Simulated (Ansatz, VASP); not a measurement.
**Two plane-wave programs on V**

File INCAR:

```
PREC = Accurate
ENCUT = 520
EDIFF = 1E-6
ISMEAR = -1
SIGMA = 0.1
LREAL = F
LASPH = T
NELM = 60
ALGO = Normal
ISIF = 2
LWAVE = F
LCHARG = F
GGA = RP
NBANDS = 12
```

The input KPOINTS:

```
Automatic mesh
0
Gamma
  23 23 23
```

The input POSCAR:

```
V
1.0
    0.0000000000      1.9499818002      1.9499818002
    1.9499818002      0.0000000000      1.9499818002
    1.9499818002      1.9499818002      0.0000000000
V
1
Direct
    0.0000000000      0.0000000000      0.0000000000
```

Input for Ansatz:

```yaml
crystal:
  lattice:
    - [0.0, 1.9499818002, 1.9499818002]
    - [1.9499818002, 0.0, 1.9499818002]
    - [1.9499818002, 1.9499818002, 0.0]
  atoms:
    - { symbol: V, position: [0.0, 0.0, 0.0] }
hamiltonian:
  xc: rpbe
  pseudopotentials:
    kind: paw
    azcp:
      V: "pseudopotentials/V.paw.azcp"
basis:
  ecutwfc: 420
  fft_grid_basis: typed
kpoints:
  mp_grid: { grid: [23, 23, 23], shift: [0, 0, 0] }
magnetization:
  spin_polarized: false
scf:
  occupations: { method: fermi_dirac, width: 0.1 }
output:
  stress: true
```

Alike in both runs: task single point; functional RPBE; k mesh 23 × 23 × 23; occupations fermi-dirac, width 0.1 eV; no spin polarisation.

|  | VASP | Ansatz |
| --- | --- | --- |
| version | VASP 6.6.1 | Ansatz 0.2.0 |
| potentials or method | VASP PAW PBE potentials, release 64 (V_sv), cutoff 520 eV | plane waves (420 eV) with PAW, scalar-relativistic |
| valence electrons in the cell | 13 | 13 |

|  | VASP | Ansatz | Ansatz less VASP |
| --- | --- | --- | --- |
| pressure (GPa) | -5.8 | -6.0 | -0.25 |

VASP's potentials were made for PBE, not for RPBE. The functional is the same, so the differences come from potentials, cutoffs and numerics.
